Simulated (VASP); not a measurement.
# Si4O7 in VASP: single point with PBE

Aim: the single point of Si4O7 with PBE.

Everything below comes from runs of VASP 6.6.1. Logs are shortened: lines on timing, memory, paths and dates and some standing lists are left out, and cuts for length are marked.

### 1 The cell of the first run

The cell holds a disordered packing, 22 atoms: a = 7.085 Å, b = 6.974 Å, c = 7.133 Å, α = 90.58°, β = 88.43°, γ = 88.92°.

### 2 Single point, PBE

The input, INCAR:

```
  ALGO = Normal
  EDIFF = 1E-6
  ENCUT = 520
  GGA = PE
  GGA_COMPAT = False
  ISIF = 2
  ISMEAR = -1
  LASPH = True
  LCHARG = True
  LELF = True
  LREAL = False
  LVHAR = True
  LWAVE = False
  NBANDS = 75
  NELM = 120
  PREC = Accurate
  SIGMA = 0.3447
```

The input, KPOINTS:

```
k-points
0
Gamma
  3 3 3
```

The input, POSCAR:

```
Si4O7
1.0
    7.0842070000      0.0663610000      0.0972760000
    0.0663610000      6.9740900000     -0.0358550000
    0.0972760000     -0.0358550000      7.1323860000
Si O
8 14
Direct
    0.4664951732      0.1333643049      0.1540583698
    0.5183059553      0.2769075516      0.5913421301
    0.5736910766      0.7239784136      0.0051463812
    0.2606087919      0.3436969857      0.7952381377
    0.9223034233      0.6323557358      0.6414007813
    0.1288925666      0.8098739604      0.2844910884
    0.8368113859      0.0177894414      0.9239176704
    0.7603058584      0.5160400965      0.2741365761
    0.0808608523      0.7239641257      0.4652959414
    0.2890502175      0.1811753038      0.6463196785
    0.5814780528      0.6206112529      0.2232443374
    0.4853734973      0.2523653314      0.3568182404
    0.8564834748      0.4535639432      0.0893421233
    0.0502044243      0.4282525588      0.7616743902
    0.8398389528      0.7926118795      0.8276235622
    0.6614079936      0.0023796456      0.0635069379
    0.3452096415      0.3483724055      0.0426448099
    0.9482659070      0.8398281010      0.1466351296
    0.4478934039      0.5310353851      0.6851475822
    0.3229496470      0.9072711325      0.2158289728
    0.7944922112      0.4965446489      0.5342972286
    0.6842588747      0.1819061304      0.6714693765
```

Potentials or basis: VASP PAW PBE potentials, release 64 (Si, O).

Launch:

```console
cat potpaw_PBE.64/Si/POTCAR potpaw_PBE.64/O/POTCAR > POTCAR
mpirun -np 1 vasp_std > vasp.out
```

OUTCAR:

```text
EDIFF = 1E-6
   ENCUT = 520
   GGA = PE
   ISIF = 2
   ISMEAR = -1
   LASPH = True
   LREAL = False
   NELM = 120
   PREC = Accurate

 ion  position               nearest neighbor table
   1  0.466  0.133  0.154-  12 1.67  16 1.75  17 1.91  20 1.94   3 3.11   7 3.14
   2  0.518  0.277  0.591-  22 1.47  12 1.70  10 1.80  19 1.94   4 2.34  21 2.53
   3  0.574  0.724  0.005-  11 1.72  16 2.09  15 2.30   8 2.77   7 2.85   1 3.11
   4  0.261  0.344  0.795-  10 1.55  14 1.62  17 1.88  19 2.03   2 2.34
   5  0.922  0.632  0.641-  21 1.54   9 1.79  15 1.81  14 1.90   8 3.00
   6  0.129  0.810  0.284-   9 1.46  20 1.61  18 1.65
   7  0.837  0.018  0.924-  16 1.58  15 1.71  18 2.18  22 2.41   3 2.85   1 3.14
   8  0.760  0.516  0.274-  11 1.50  13 1.52  21 1.88   3 2.77   5 3.00
   9  0.081  0.724  0.465-   6 1.46   5 1.79
  10  0.289  0.181  0.646-   4 1.55   2 1.80
  11  0.581  0.621  0.223-   8 1.50   3 1.72
  12  0.485  0.252  0.357-   1 1.67   2 1.70
  13  0.856  0.454  0.089-   8 1.52
  14  0.050  0.428  0.762-   4 1.62   5 1.90
  15  0.840  0.793  0.828-   7 1.71   5 1.81   3 2.30
  16  0.661  0.002  0.064-   7 1.58   1 1.75   3 2.09
  17  0.345  0.348  0.043-   4 1.88   1 1.91
  18  0.948  0.840  0.147-   6 1.65   7 2.18
  19  0.448  0.531  0.685-   2 1.94   4 2.03
  20  0.323  0.907  0.216-   6 1.61   1 1.94
  21  0.794  0.497  0.534-   5 1.54   8 1.88   2 2.53
  22  0.684  0.182  0.671-   2 1.47   7 2.41

  LATTYP: Found a triclinic cell.
 ALAT       =     9.9260583424
 B/A-ratio  =     0.7026452636
 C/A-ratio  =     1.0266231178
 COS(alpha) =     0.0060516125
 COS(beta)  =     0.5209340611
 COS(gamma) =     0.6954325292

  Lattice vectors:

 A1 = (  -0.1636370000,  -6.9382350000,  -7.0965310000)
 A2 = (  -0.0663610000,  -6.9740900000,   0.0358550000)
 A3 = (  -7.1814830000,  -0.0305060000,  -7.2296620000)

Analysis of symmetry for initial positions (statically):
=====================================================================
 Subroutine PRICEL returns:
 Original cell was already a primitive cell.

 Routine SETGRP: Setting up the symmetry group for a
 triclinic supercell.

 Subroutine GETGRP returns: Found  1 space group operations
 (whereof  1 operations were pure point group operations)
 out of a pool of  2 trial point group operations.

The static configuration has the point symmetry C_1 .

Analysis of symmetry for dynamics (positions and initial velocities):
=====================================================================
 Subroutine PRICEL returns:
 Original cell was already a primitive cell.

 Routine SETGRP: Setting up the symmetry group for a
 triclinic supercell.

 Subroutine GETGRP returns: Found  1 space group operations
 (whereof  1 operations were pure point group operations)
 out of a pool of  2 trial point group operations.

The dynamic configuration has the point symmetry C_1 .

 Subroutine INISYM returns: Found  1 space group operations
 (whereof  1 operations are pure point group operations),
 and found     1 'primitive' translations

----------------------------------------------------------------------------------------

                                     Primitive cell

  volume of cell :     352.2750

  direct lattice vectors                    reciprocal lattice vectors
     7.084207000  0.066361000  0.097276000     0.141198275 -0.001353488 -0.001932556
     0.066361000  6.974090000 -0.035855000    -0.001353488  0.143404563  0.000739364
     0.097276000 -0.035855000  7.132386000    -0.001932556  0.000739364  0.140235610

  length of vectors
     7.085185617  6.974497881  7.133139439     0.141217986  0.143412856  0.140250874

  position of ions in fractional coordinates (direct lattice)
     0.466495173  0.133364305  0.154058370
     0.518305955  0.276907552  0.591342130
     0.573691077  0.723978414  0.005146381
     0.260608792  0.343696986  0.795238138
     0.922303423  0.632355736  0.641400781
     0.128892567  0.809873960  0.284491088
[... 14 lines left out ...]
     0.794492211  0.496544649  0.534297229
     0.684258875  0.181906130  0.671469376

  ion indices of the primitive-cell ions
   primitive index   ion index
                 1           1
                 2           2
                 3           3
                 4           4
                 5           5
                 6           6
[... 14 lines left out ...]
                21          21
                22          22

----------------------------------------------------------------------------------------

 KPOINTS: k-points

Automatic generation of k-mesh.
 Grid dimensions read from file:
 generate k-points for:    3    3    3

 Generating k-lattice:

  Cartesian coordinates                     Fractional coordinates (reciprocal lattice)
     0.047066092 -0.000451163 -0.000644185     0.333333333 -0.000000000  0.000000000
    -0.000451163  0.047801521  0.000246455     0.000000000  0.333333333  0.000000000
    -0.000644185  0.000246455  0.046745203     0.000000000  0.000000000  0.333333333

  Length of vectors
     0.047072662  0.047804285  0.046750291

  Shift w.r.t. Gamma in fractional coordinates (k-lattice)
     0.000000000  0.000000000  0.000000000

 Subroutine IBZKPT returns following result:
 ===========================================

 Found     14 irreducible k-points:

 Following reciprocal coordinates:
            Coordinates               Weight
  0.000000  0.000000  0.000000      1.000000
  0.333333  0.000000  0.000000      2.000000
 -0.000000  0.333333 -0.000000      2.000000
  0.333333  0.333333 -0.000000      2.000000
 -0.333333  0.333333  0.000000      2.000000
 -0.000000 -0.000000  0.333333      2.000000
  0.333333 -0.000000  0.333333      2.000000
 -0.333333 -0.000000  0.333333      2.000000
 -0.000000  0.333333  0.333333      2.000000
  0.333333  0.333333  0.333333      2.000000
 -0.333333  0.333333  0.333333      2.000000
 -0.000000 -0.333333  0.333333      2.000000
  0.333333 -0.333333  0.333333      2.000000
 -0.333333 -0.333333  0.333333      2.000000
   k-points           NKPTS =     14   k-points in BZ     NKDIM =     14   number of bands    NBANDS=     75
   number of dos      NEDOS =    301   number of ions     NIONS =     22
   total plane-waves  NPLWV = 157464
   dimension x,y,z NGX =    54 NGY =   54 NGZ =   54
   dimension x,y,z NGXF=   108 NGYF=  108 NGZF=  108
   ions per type =               8  14
   NGX,Y,Z   is equivalent  to a cutoff of  12.67, 12.87, 12.59 a.u.
   NGXF,Y,Z  is equivalent  to a cutoff of  25.34, 25.74, 25.17 a.u.
 SYSTEM =  unknown system
   PREC   = accura    normal or accurate (medium, high low for compatibility)
   ISTART =      0    job   : 0-new  1-cont  2-samecut
   ICHARG =      2    charge: 1-file 2-atom 10-const
   ISPIN  =      1    spin polarized calculation?
   LNONCOLLINEAR =      F non collinear calculations
   LSORBIT =      F    spin-orbit coupling
   LASPH  =      T    aspherical Exc in radial PAW
   ENCUT  =  520.0 eV  38.22 Ry    6.18 a.u.  13.17 12.97 13.26*2*pi/ulx,y,z
   NELM   =    120;   NELMIN=  2; NELMDL= -5     # of ELM steps
   EDIFF  = 0.1E-05   stopping-criterion for ELM
   LREAL  =      F    real-space projection
   EDIFFG = 0.1E-04   stopping-criterion for IOM
   NSW    =      0    number of steps for IOM
   IBRION =     -1    ionic relax: 0-MD 1-quasi-New 2-CG
   NFREE  =      0    steps in history (QN), initial steepest desc. (CG)
   ISIF   =      2    stress and relaxation
   ISYM   =      2    0-nonsym 1-usesym 2-fastsym
   POTIM  = 0.5000    time-step for ionic-motion
   TEBEG  =    0.0;   TEEND  =   0.0 temperature during run
   PSTRESS=    0.0 pullay stress
   NELECT =     116.0000    total number of electrons
   NUPDOWN=      -1.0000    fix difference up-down
   EMIN   =  10.00;   EMAX   =-10.00  energy-range for DOS
   EFERMI =   0.00;   METHOD = LEGACY
   ISMEAR =    -1;   SIGMA  =   0.34  broadening in eV -4-tet -1-fermi 0-gaus
   EFERMI_NEDOS =   21; number of points for ismear=-14 and -15
   IALGO  =     38    algorithm
   IMIX   =      4    mixing-type and parameters
     AMIX     =   0.40;   BMIX     =  1.00
     AMIX_MAG =   1.60;   BMIX_MAG =  1.00
  volume/ion in A,a.u.               =      16.01       108.06
  Fermi-wavevector in a.u.,A,eV,Ry     =   1.130490  2.136317 17.388364  1.278009
  Thomas-Fermi vector in A             =   2.267187
   LORBIT       =      0    0 simple, 1 ext, 2 COOP (PROOUT), +10 PAW based schemes
   GGA     = PE    functional components
   LHFCALC =     F    Hartree Fock is set to
   AEXX    =    0.0000 exact exchange contribution
   IVDW    =     0    specifies the selected vdW correction
   LEPSILON=     F    determine dielectric tensor
   LRPA    =     F    only Hartree local field effects (RPA)
 non-spin polarized calculation
  energy-cutoff  :      520.00
  volume of cell :      352.27
 maximum number of plane-waves:      9493
 NGX is ok and might be reduce to    54
   NGX = 27   NGY = 25   NGZ = 27

 number of electron     116.0000002 magnetization

 Free energy of the ion-electron system (eV)
  ---------------------------------------------------
  ext. energy  EPLUGINS =         0.00000000
  ---------------------------------------------------
  free energy    TOTEN  =      -148.71523682 eV

  energy without entropy =     -147.96572203  energy(sigma->0) =     -148.34047942

 E-fermi :   2.8603     XC(G=0):  -8.2962

 val. band max:        2.3594538520   @ k =   0.3333  -0.3333   0.3333
 cond. band min:       3.2893487180   @ k =  -0.0000  -0.0000   0.3333
 fundamental gap:      0.9298948660
 Fermi energy:         2.8602674662

 k-point     1 :       0.0000    0.0000    0.0000
  band No.  band energies     occupation
      1     -20.1702      2.00000
      2     -19.7640      2.00000
      3     -19.0843      2.00000
      4     -18.7493      2.00000
      5     -18.5636      2.00000
      6     -18.0867      2.00000
[... 62 lines left out ...]
     69       6.9797      0.00001
     70       7.3014      0.00001
[... 947 lines left out ...]
     69       7.0522      0.00001
     70       7.2123      0.00001
 [bands above 70 left out]

------------------------ aborting loop because EDIFF is reached ----------------------------------------

  FORCE on cell =-STRESS in cart. coord.  units (eV):
  Direction    XX          YY          ZZ          XY          YZ          ZX
  --------------------------------------------------------------------------------------
  -------------------------------------------------------------------------------------
  Total       10.9199357    -12.6269095     -7.4131765     -1.5527033      2.8161413     -5.9577526
  in kB       49.6648232    -57.4282896    -33.7157754     -7.0618305     12.8080570    -27.0963804
  external PRESSURE =     -13.8264139 kB  Pullay stress =       0.0000000 kB

 VOLUME and BASIS-vectors are now :
 -----------------------------------------------------------------------------
  energy-cutoff  :      520.00
  volume of cell :      352.27
      direct lattice vectors                 reciprocal lattice vectors
     7.084207000  0.066361000  0.097276000     0.141198275 -0.001353488 -0.001932556
     0.066361000  6.974090000 -0.035855000    -0.001353488  0.143404563  0.000739364
     0.097276000 -0.035855000  7.132386000    -0.001932556  0.000739364  0.140235610

 POSITION                                       TOTAL-FORCE (eV/Angst)
 -----------------------------------------------------------------------------------
      3.32858      0.95553      1.13940        -2.592916      1.529965      0.942811
      3.74769      1.94437      4.25817        -4.701532      3.419161     -2.220456
      4.11269      5.08698      0.06655        -1.120454     -1.588658     -0.139717
      1.94637      2.38575      5.68497        -0.252706      5.621037      3.307657
      6.63815      4.44831      4.64176         4.836124      0.282930      4.678528
      0.99452      5.64649      2.01260        -0.837084      3.960633     -8.093133
[... 14 lines left out ...]
      5.71327      3.49651      3.87030        -2.589560     -0.497078     -5.744152
      4.92482      1.28996      4.84922         3.990237     -3.459696      2.816925
 -----------------------------------------------------------------------------------
    total drift:                               -0.000280     -0.000274      0.000191

  FREE ENERGIE OF THE ION-ELECTRON SYSTEM (eV)
  ---------------------------------------------------
  free  energy   TOTEN  =      -148.7152368210 eV

  energy  without entropy=     -147.9657220263  energy(sigma->0) =     -148.34047942
```

It took 14 min on 1 thread of Oxide Virtual Turin-like, shared host; peak memory 0.51 GiB.

Results:

```
Free energy            : -148.7152 eV
Pressure               : -1.4 GPa
Largest force          : 9.049 eV/Å
Band gap on the k mesh : 0.93 eV (least direct gap 1.02 eV)
```

Forces in eV/Å, atoms in the order of the input:
```
Si  -2.593  1.530  0.943
Si  -4.702  3.419 -2.220
Si  -1.120 -1.589 -0.140
Si  -0.253  5.621  3.308
Si   4.836  0.283  4.679
Si  -0.837  3.961 -8.093
Si   5.392  1.601 -2.591
Si   3.169 -1.754  3.392
O   -2.166 -3.124  8.079
O    2.402 -2.005 -0.838
O   -4.369  3.610 -0.213
O    1.366 -0.588 -1.211
O    1.612 -1.804 -0.298
O   -1.136  3.467 -0.858
O    0.244 -2.509 -3.572
O   -5.599  1.039  3.031
O    0.350 -3.725 -1.996
O    2.043  0.022  1.799
O   -1.418 -5.590  0.091
O    1.375  2.092 -0.365
O   -2.590 -0.497 -5.744
O    3.990 -3.460  2.817
```

Stress tensor (GPa, compression positive):
```
 4.97 -0.71 -2.71
-0.71 -5.74  1.28
-2.71  1.28 -3.37
```

Levels at points of the mesh, in eV from the valence-band top:
| k point | band 54 | band 55 | band 56 | band 57 | band 58 | band 59 | band 60 | band 61 | band 62 | band 63 |
| --- | --- | --- | --- | --- | --- | --- | --- | --- | --- | --- |
| (0.00, 0.00, 0.00) | -2.05 | -1.93 | -1.82 | -1.38 | -0.12 | 0.98 | 1.96 | 2.57 | 2.79 | 3.17 |

Caveat: the atoms stand as in a frame of molecular dynamics; so wide a smearing shifts energies and pressures.
